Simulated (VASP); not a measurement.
B5Ru3:

```xyz
8
Lattice="2.9000 0.0000 0.0000 -1.4500 2.5115 0.0000 0.0000 0.0000 10.3000" Properties=species:S:1:pos:R:3 pbc="T T T"
B     0.0000    1.6743    6.6744
B     1.4500    0.8372    7.3542
B     0.0000    1.6743    3.6256
B     1.4500    0.8372    2.9458
B     0.0000    0.0000    0.0000
Ru    0.0000    1.6743    8.8786
Ru    0.0000    1.6743    1.4214
Ru    1.4500    0.8372    5.1500
```

```yaml
Program: VASP 6.6.1
Task: relaxation of cell and atoms
Functional: PBE
Potentials_or_basis: VASP PAW PBE potentials, release 64 (B, Ru_pv)
Cutoff: 600 eV
k_mesh: 6 × 6 × 2
Occupations: gaussian, width 0.2 eV
Spin: no spin polarisation
```

At the start: pressure -3.5 GPa; volume 9.38 Å³/atom.

Problem. How do energy, volume and symmetry change on relaxing?

Solution. Over 7 steps the energy falls by 13.8 meV/atom and the volume is 9.31 Å³/atom (-0.8 %); space group P-6m2 (No. 187, to 0.05 Å).

The path:
| step | energy change (eV) | largest force (eV/Å) | pressure (GPa) | volume (Å³) |
| --- | --- | --- | --- | --- |
| 1 | 0.0000 | 0.7387 | -3.52 | 75.02 |
| 2 | -0.0466 | 0.6223 | 7.85 | 72.78 |
| 3 | -0.0761 | 0.6039 | 3.22 | 73.62 |
| 4 | -0.1073 | 0.1775 | -1.13 | 74.78 |
| 5 | -0.1084 | 0.1740 | -0.51 | 74.60 |
| 6 | -0.1105 | 0.0867 | 0.13 | 74.39 |
| 7 | -0.1107 | 0.0351 | -0.03 | 74.44 |

Final structure:
```
B Ru
1.0
     2.91465    0.00000    0.00000
    -1.45733    2.52416    0.00000
     0.00000    0.00000   10.11849
B Ru
5 3
Cartesian
  0.0000 1.6828 6.5023
  1.4573 0.8414 7.2498
  0.0000 1.6828 3.6162
  1.4573 0.8414 2.8687
  0.0000 0.0000 0.0000
  0.0000 1.6828 8.6914
  0.0000 1.6828 1.4271
  1.4573 0.8414 5.0592
```

Caveat: the k points lie up to 0.41 Å⁻¹ apart in the final cell; the relaxation stopped at a loose force limit of 0.08 eV/Å, so its end isn't a converged minimum.
